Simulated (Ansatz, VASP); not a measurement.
# CdF2 in VASP and in Ansatz

INCAR

```
ALGO = Normal
EDIFF = 1E-6
ENCUT = 520
GGA = PE
ISIF = 2
ISMEAR = 0
LASPH = T
LCHARG = T
LELF = T
LREAL = F
LVHAR = T
LWAVE = F
NBANDS = 20
NELM = 80
PREC = Accurate
SIGMA = 0.05
```

The input KPOINTS:

```
k-points
0
Gamma
  8 8 8
```

Contents of POSCAR:

```
CdF2
1.0
   -0.3014297579      2.7402705265      2.6306597054
    2.7402705265     -0.3014297579      2.6306597054
    2.4388407686      2.4388407686      0.0000000000
Cd F
1 2
Direct
    0.0000000000      0.0000000000      0.0000000000
    0.2500000000      0.2500000000      0.2500000000
    0.7500000000      0.7500000000      0.7500000000
```

Input for Ansatz:

```yaml
crystal:
  lattice:
    - [-0.3014297579, 2.7402705265, 2.6306597054]
    - [2.7402705265, -0.3014297579, 2.6306597054]
    - [2.4388407686, 2.4388407686, 0.0]
  atoms:
    - { symbol: Cd, position: [0.0, 0.0, 0.0] }
    - { symbol: F, position: [0.25, 0.25, 0.25] }
    - { symbol: F, position: [0.75, 0.75, 0.75] }
basis:
  ecutwfc: 520.0
kpoints:
  mp_grid: { grid: [8, 8, 8] }
hamiltonian:
  xc: pbe
  pseudopotentials: { kind: paw }
scf:
  occupations: { method: gaussian, width: 0.05 }
output:
  forces: true
  stress: true
  eigenvalues: true
```

Change from the starting cell: engineering shear strain xy -0.2200, normal strain along z -0.0400.

Alike in both runs: task single point; functional PBE; k mesh 8 × 8 × 8; occupations gaussian, width 0.05 eV; no spin polarisation.

```csv
,VASP,Ansatz
version,VASP 6.6.1,Ansatz 0.2.0
potentials or method,"VASP PAW PBE potentials, release 64 (Cd, F), cutoff 520 eV","scalar-relativistic, plane waves, PAW"
valence electrons in the cell,26,34
```

|  | VASP | Ansatz | Ansatz less VASP |
| --- | --- | --- | --- |
| gap on the k mesh at the Fermi level (eV) | 2.91 | 2.95 | +0.036 |
| least direct gap on the mesh (eV) | 3.13 | 3.17 | +0.036 |
| pressure (GPa) | 12.0 | 10.9 | -1.09 |
| traceless stress, the component that is largest in VASP (GPa) | 9.20 | 8.22 | -0.978 |
| rms of the force components (eV/Å) | 0.397 | 0.349 | -0.0478 |

Atom by atom the forces differ by 0.048 eV/Å (rms over components). With one functional, cell and mesh, what is left measures potentials, basis and numerics. VASP's potentials hold 26 valence electrons a cell and Ansatz's 34, so a difference there can come from the potentials and not from the codes.
